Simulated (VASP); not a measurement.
Here is a VASP 6.6.1 calculation.

INCAR

```
SYSTEM = Hf2SiBr
PREC = Accurate ; ENCUT = 600
EDIFF = 1E-6 ; ISMEAR = 0
SIGMA = 0.1 ; LREAL = .False.
LASPH = .True. ; NELM = 80
ALGO = Normal ; ISIF = 3
LWAVE = .False. ; LCHARG = .False.
GGA = PE ; IBRION = 2
NSW = 90 ; EDIFFG = -0.04
```

KPOINTS

```
regular mesh
0
Gamma
  6 6 4
  0 0 0
```

File POSCAR:

```
Hf2SiBr
1.0
    3.9952188900      0.0000000000      0.0000000000
   -1.9976094500      3.4599610600      0.0000000000
    0.0000000000      0.0000000000      7.2389767400
Hf Si Br
2 1 1
Direct
    0.0000000000      0.0000000000      0.2459194600
    0.0000000000      0.0000000000      0.7540805400
    0.0000000000      0.0000000000      0.0000000000
    0.0000000000      0.0000000000      0.5000000000
```

Potentials or basis: VASP PAW PBE potentials, release 64 (Hf_pv, Si, Br).

The run is started by

```bash
$ cat potpaw_PBE.64/Hf_pv/POTCAR potpaw_PBE.64/Si/POTCAR potpaw_PBE.64/Br/POTCAR > POTCAR
$ mpirun -np 1 vasp_std > vasp.out
```

**Question.** Estimate the relaxed cell.

**Answer.** a = 3.224 Å, b = 3.224 Å, c = 10.512 Å, α = 90.00°, β = 90.00°, γ = 120.00°.

**Question.** Estimate the band gap on the k mesh.

**Answer.** Zero (an odd number of electrons rules out a gap without spin polarisation).

**Question.** Predict the relaxed volume.

**Answer.** 23.66 Å³/atom.

Stress tensor (GPa, compression positive):
```
 0.12  0.00  0.00
 0.00  0.12  0.00
 0.00  0.00 -0.07
```

Caveat: a cell axis changed by over 15 % at a fixed basis, so the end point is rough; spin-orbit coupling is left out, which moves the levels of the heavy elements; an odd number of electrons without spin polarisation forces a metal; a magnetic or distorted state may lie lower.
